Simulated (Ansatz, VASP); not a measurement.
InPd: VASP beside Ansatz

The input INCAR:

```
SYSTEM = InPd
ALGO = Fast
EDIFF = 1E-7
ENCUT = 520
GGA = PS
ISIF = 2
ISMEAR = 0
LASPH = .True.
LCHARG = .False.
LREAL = .False.
LWAVE = .False.
NBANDS = 18
NELM = 100
PREC = Accurate
SIGMA = 0.15
```

Contents of KPOINTS:

```
k-points
0
Gamma
  14 14 14
  0 0 0
```

Contents of POSCAR:

```
InPd
1.0
    3.1708198434      0.0000000000      0.0000000000
    0.0000000000      3.1708198434      0.0000000000
    0.0000000000      0.0000000000      3.3982461783
In Pd
1 1
Direct
   -0.0198696357      0.0000000000      0.0000000000
    0.5214376229      0.5000000000      0.5000000000
```

Input for Ansatz:

```yaml
crystal:
  lattice:
    - [3.1708198434, 0.0, 0.0]
    - [0.0, 3.1708198434, 0.0]
    - [0.0, 0.0, 3.3982461783]
  atoms:
    - { symbol: In, position: [-0.0198696357, 0.0, 0.0] }
    - { symbol: Pd, position: [0.5214376229, 0.5, 0.5] }
basis:
  ecutwfc: 420
kpoints:
  mp_grid: { grid: [14, 14, 14] }
hamiltonian:
  xc: pbesol
scf:
  occupations: { method: gaussian, width: 0.15 }
output:
  forces: true
  stress: true
  eigenvalues: true
```

Change from the starting cell: mode 4 frozen in at -0.070 Å, strain +e along z and -e/2 along x and y +0.0467.

Alike in both runs: task single point; functional PBEsol; k mesh 14 × 14 × 14; occupations gaussian, width 0.15 eV; no spin polarisation.

```csv
,VASP,Ansatz
version,VASP 6.6.1,Ansatz 0.2.0
potentials or method,"VASP PAW PBE potentials, release 64 (In_d, Pd), cutoff 520 eV","scalar-relativistic, plane waves, PAW"
valence electrons in the cell,23,31
```

|  | VASP | Ansatz | Ansatz less VASP |
| --- | --- | --- | --- |
| gap on the k mesh at the Fermi level (eV) | none | none | - |
| pressure (GPa) | 1.3 | 1.2 | -0.09 |
| traceless stress, the component that is largest in VASP (GPa) | -1.01 | -1.02 | -0.008 |
| rms of the force components (eV/Å) | 0.310 | 0.306 | -0.0042 |

VASP's potentials were made for PBE, not for PBEsol. Atom by atom the forces differ by 0.004 eV/Å (rms over components). A gap of «none» marks a metal or a gap that the smearing closes. VASP's potentials hold 23 valence electrons a cell and Ansatz's 31, so a difference there can come from the potentials and not from the codes.
